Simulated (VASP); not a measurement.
MgO, 2 atoms in the cell. It takes space group Fm-3m (No. 225, cubic). The conventional cell has a = 4.282 Å, b = 4.282 Å, c = 4.282 Å, α = 90.00°, β = 90.00°, γ = 90.00°. Within 2.8 Å of Mg (site symmetry m-3m) lie 6 O at 2.14 Å. Within 2.8 Å of O (site symmetry m-3m) lie 6 Mg at 2.14 Å. 

* Program: VASP 6.6.1
* Task: single point
* Functional: PBE
* Potentials or basis: VASP PAW PBE potentials, release 64 (Mg_sv, O)
* Cutoff: 840 eV
* k mesh: 8 × 8 × 8
* Occupations: fermi-dirac, width 0.02 eV
* Spin: no spin polarisation
* Dipole correction: no
* Further INCAR settings: ALGO = Normal; EDIFF = 1e-06; NBANDS = 15

Potentials or basis: VASP PAW PBE potentials, release 64 (Mg_sv, O).

The run is started by

```console
$ cat potpaw_PBE.64/Mg_sv/POTCAR potpaw_PBE.64/O/POTCAR > POTCAR
$ mpirun -np 1 vasp_std > vasp.out
```

Hardware: 1 thread of Intel(R) Xeon(R) Platinum 8259CL CPU @ 2.50GHz (Skylake/Cascade Lake), with other jobs on the host.

**Question.** Estimate the wall time of this run.

**Answer.** Wall time 16 s on 1 thread of Intel(R) Xeon(R) Platinum 8259CL CPU @ 2.50GHz (Skylake/Cascade Lake), on a shared host, peak memory 0.16 GiB. Counts: scf iterations 12, k points 29.
